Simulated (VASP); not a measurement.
# Mg3Sb2 (P-3m1) in VASP: single point with HSE06

Aim: the single point of Mg3Sb2 with HSE06.

Program: VASP 6.6.1. These are calculated values, not measurements. Logs are shortened: lines on timing, memory, paths and dates and some standing lists are left out, and cuts for length are marked.

### 1 The cell of the first run

The structure is trigonal, space group P-3m1 (No. 164). Conventional cell: a = 4.570 Å, b = 4.570 Å, c = 6.824 Å, α = 90.00°, β = 90.00°, γ = 120.00°. Mg (site symmetry 3m) has 4 Sb at 2.79 to 2.83 Å and 6 Mg at 3.26 to 3.60 Å within 3.7 Å. Within 4.0 Å of Mg (site symmetry -3m) lie 6 Sb at 3.05 Å and 6 Mg at 3.60 Å. Within 3.7 Å of Sb (site symmetry 3m) lie 7 Mg at 2.79 to 3.05 Å.

### 2 Single point, HSE06 (uniaxial z strain -5.8%)

POSCAR reads:

```
Mg3Sb2
1.0
    4.5696659247      0.0000000000      0.0000000000
   -2.2848329624      3.9574467776      0.0000000000
    0.0000000000      0.0000000000      6.8236976478
Mg Sb
3 2
Direct
    0.3333333333      0.6666666667      0.6400650755
    0.6666666667      0.3333333333      0.3599349245
    0.0000000000      0.0000000000      0.0000000000
    0.3333333333      0.6666666667      0.2247199469
    0.6666666667      0.3333333333      0.7752800531
```

INCAR.step1 reads:

```
ALGO = Normal ; EDIFF = 1E-5
ENCUT = 520 ; GGA = PE
GGA_COMPAT = F ; ISIF = 2
ISMEAR = -1 ; LASPH = T
LREAL = F ; LWAVE = T
NBANDS = 16 ; NELM = 120
PREC = Accurate ; SIGMA = 0.02
```

INCAR.step2 reads:

```
ALGO = Normal ; EDIFF = 1E-6
ENCUT = 520 ; GGA = PE
GGA_COMPAT = F ; HFSCREEN = 0.2079
ISIF = 2 ; ISMEAR = -1
ISTART = 1 ; LASPH = T
LCHARG = T ; LELF = T
LHFCALC = T ; LREAL = F
LVHAR = T ; LWAVE = F
NBANDS = 16 ; NELM = 120
PREC = Accurate ; PRECFOCK = Normal
SIGMA = 0.02
```

KPOINTS reads:

```
k-points
0
Gamma
  6 6 2
```

Potentials or basis: VASP PAW PBE potentials, release 64 (Mg, Sb).

Launch:

```
$ cat potpaw_PBE.64/Mg/POTCAR potpaw_PBE.64/Sb/POTCAR > POTCAR
$ cp INCAR.step1 INCAR
$ mpirun -np 1 vasp_std > vasp.out
$ cp INCAR.step2 INCAR
$ mpirun -np 1 vasp_std > vasp.out
```

OUTCAR:

```text
EDIFF = 1E-6
   ENCUT = 520
   GGA = PE
   HFSCREEN = 0.2079
   ISIF = 2
   ISMEAR = -1
   ISTART = 1
   LASPH = T
   LHFCALC = T
   LREAL = F
   NELM = 120
   PREC = Accurate
   PRECFOCK = Normal

 ion  position               nearest neighbor table
   1  0.333  0.667  0.640-   5 2.79   5 2.79   5 2.79   4 2.83   2 3.26   2 3.26   2 3.26   3 3.60
                             3 3.60   3 3.60
   2  0.667  0.333  0.360-   4 2.79   4 2.79   4 2.79   5 2.83   1 3.26   1 3.26   1 3.26   3 3.60
                             3 3.60   3 3.60
   3  0.000  0.000  0.000-   4 3.05   5 3.05   5 3.05   4 3.05   5 3.05   4 3.05   1 3.60   2 3.60
                             1 3.60   2 3.60   2 3.60   1 3.60
   4  0.333  0.667  0.225-   2 2.79   2 2.79   2 2.79   1 2.83   3 3.05   3 3.05   3 3.05
   5  0.667  0.333  0.775-   1 2.79   1 2.79   1 2.79   2 2.83   3 3.05   3 3.05   3 3.05

  LATTYP: Found a hexagonal cell.
 ALAT       =     4.5696659247
 C/A-ratio  =     1.4932596300

  Lattice vectors:

 A1 = (   4.5696659247,   0.0000000000,   0.0000000000)
 A2 = (  -2.2848329624,   3.9574467776,   0.0000000000)
 A3 = (   0.0000000000,   0.0000000000,   6.8236976478)

Analysis of symmetry for initial positions (statically):
=====================================================================
 Subroutine PRICEL returns:
 Original cell was already a primitive cell.

 Routine SETGRP: Setting up the symmetry group for a
 hexagonal supercell.

 Subroutine GETGRP returns: Found 12 space group operations
 (whereof 12 operations were pure point group operations)
 out of a pool of 24 trial point group operations.

The static configuration has the point symmetry D_3d.

Analysis of symmetry for dynamics (positions and initial velocities):
=====================================================================
 Subroutine PRICEL returns:
 Original cell was already a primitive cell.

 Routine SETGRP: Setting up the symmetry group for a
 hexagonal supercell.

 Subroutine GETGRP returns: Found 12 space group operations
 (whereof 12 operations were pure point group operations)
 out of a pool of 24 trial point group operations.

The dynamic configuration has the point symmetry D_3d.

 Subroutine INISYM returns: Found 12 space group operations
 (whereof 12 operations are pure point group operations),
 and found     1 'primitive' translations

[... 97 lines left out ...]
   POTIM  = 0.5000    time-step for ionic-motion
   TEBEG  =    0.0;   TEEND  =   0.0 temperature during run
   PSTRESS=    0.0 pullay stress
   NELECT =      16.0000    total number of electrons
   NUPDOWN=      -1.0000    fix difference up-down
   EMIN   =  10.00;   EMAX   =-10.00  energy-range for DOS
   EFERMI =   0.00;   METHOD = LEGACY
   ISMEAR =    -1;   SIGMA  =   0.02  broadening in eV -4-tet -1-fermi 0-gaus
   EFERMI_NEDOS =   21; number of points for ismear=-14 and -15
   IALGO  =     38    algorithm
   IMIX   =      1    mixing-type and parameters
     AMIX     =   0.40;   BMIX     =  1.00
     AMIX_MAG =   1.60;   BMIX_MAG =  1.00
  volume/ion in A,a.u.               =      24.68       166.55
  Fermi-wavevector in a.u.,A,eV,Ry     =   0.828594  1.565815  9.341322  0.686568
  Thomas-Fermi vector in A             =   1.940997
   LORBIT       =      0    0 simple, 1 ext, 2 COOP (PROOUT), +10 PAW based schemes
   GGA     = PE    functional components
   LHFCALC =     T    Hartree Fock is set to
   PRECFOCK=normal    Normal, Fast or Accurate (Low or Medium for compatibility)
   ENCUT4O =  -1.0   cutoff for four orbital integrals eV
   NKREDX  =     1    reduce k-point grid by
   NKREDY  =     1    reduce k-point grid by
   NKREDZ  =     1    reduce k-point grid by
   AEXX    =    0.2500 exact exchange contribution
   HFSCREEN=    0.2079 screening length (either q_TF or 0.3 A-1)
   HFSCREENC=   0.2079 screening length for correlation (either q_TF or 0.3 A-1)
   ENCUTFOCK=  -1.0 apply spherical cutoff to Coloumb kernel
   IVDW    =     0    specifies the selected vdW correction
   LEPSILON=     F    determine dielectric tensor
   LRPA    =     F    only Hartree local field effects (RPA)
 non-spin polarized calculation
  energy-cutoff  :      520.00
  volume of cell :      123.40
 maximum number of plane-waves:      3362
 NGX is ok and might be reduce to    36
  NGX = 28; NGY = 28; NGZ = 40

 number of electron      15.9999999 magnetization

 Free energy of the ion-electron system (eV)
  ---------------------------------------------------
  ext. energy  EPLUGINS =         0.00000000
  ---------------------------------------------------
  free energy    TOTEN  =       -17.11816329 eV

  energy without entropy =      -17.11813847  energy(sigma->0) =      -17.11815088

 E-fermi :   5.1110     XC(G=0):  -7.5195

 val. band max:        4.9952086808   @ k =   0.0000   0.0000   0.0000
 cond. band min:       5.2489041723   @ k =   0.5000   0.0000   0.0000
 fundamental gap:      0.2536954916
 Fermi energy:         5.1110499080

 k-point     1 :       0.0000    0.0000    0.0000
  band No.  band energies     occupation
      1      -7.0654      2.00000
      2      -5.3003      2.00000
      3      -0.9134      2.00000
      4       3.0975      2.00000
      5       3.0975      2.00000
      6       4.0398      2.00000
[... 243 lines left out ...]
      3      -0.4265      2.00000
      4      -0.4265      2.00000
      5      -0.0275      2.00000
      6       0.7958      2.00000
[... 8 lines left out ...]
     15      10.2816      0.00000
     16      10.6660      0.00000

------------------------ aborting loop because EDIFF is reached ----------------------------------------

  FORCE on cell =-STRESS in cart. coord.  units (eV):
  Direction    XX          YY          ZZ          XY          YZ          ZX
  --------------------------------------------------------------------------------------
  -------------------------------------------------------------------------------------
  Total        0.7316268      0.7316268      3.8473136     -0.0000000     -0.0000000      0.0000000
  in kB        9.4990654      9.4990654     49.9515374     -0.0000000     -0.0000000      0.0000000
  external PRESSURE =      22.9832227 kB  Pullay stress =       0.0000000 kB

 VOLUME and BASIS-vectors are now :
 -----------------------------------------------------------------------------
  energy-cutoff  :      520.00
  volume of cell :      123.40
      direct lattice vectors                 reciprocal lattice vectors
     4.569665925  0.000000000  0.000000000     0.218834378  0.126344087  0.000000000
    -2.284832962  3.957446778  0.000000000     0.000000000  0.252688174  0.000000000
     0.000000000  0.000000000  6.823697648     0.000000000  0.000000000  0.146548111

 POSITION                                       TOTAL-FORCE (eV/Angst)
 -----------------------------------------------------------------------------------
     -0.00000      2.63830      4.36761        -0.000000      0.000000      0.021042
      2.28483      1.31915      2.45609        -0.000000     -0.000000     -0.021042
      0.00000      0.00000      0.00000         0.000000      0.000000      0.000000
     -0.00000      2.63830      1.53342         0.000000     -0.000000     -0.042158
      2.28483      1.31915      5.29028         0.000000      0.000000      0.042158
 -----------------------------------------------------------------------------------
    total drift:                               -0.000000     -0.000000      0.000000

  FREE ENERGIE OF THE ION-ELECTRON SYSTEM (eV)
  ---------------------------------------------------
  free  energy   TOTEN  =       -17.1181632934 eV

  energy  without entropy=      -17.1181384693  energy(sigma->0) =      -17.11815088
```

Wall time 56 min (1 thread of AMD EPYC 7R43 (Zen 3), shared host); peak memory 0.35 GiB.

Results:

```
Free energy            : -17.1182 eV
Pressure               : 2.3 GPa
Largest force          : 0.042 eV/Å
Band gap on the k mesh : 0.25 eV (least direct gap 1.15 eV)
```

Forces on the atoms (eV/Å):
```
Mg   0.000  0.000  0.021
Mg   0.000  0.000 -0.021
Mg   0.000  0.000  0.000
Sb   0.000  0.000 -0.042
Sb   0.000  0.000  0.042
```

Caveat: the k points lie up to 0.46 Å⁻¹ apart; the cell differs from its parent crystal (uniaxial z strain -5.8%); the PAW data sets were made with another functional, which shifts forces and pressure a little; spin-orbit coupling is left out, which moves the levels of the heavy elements.
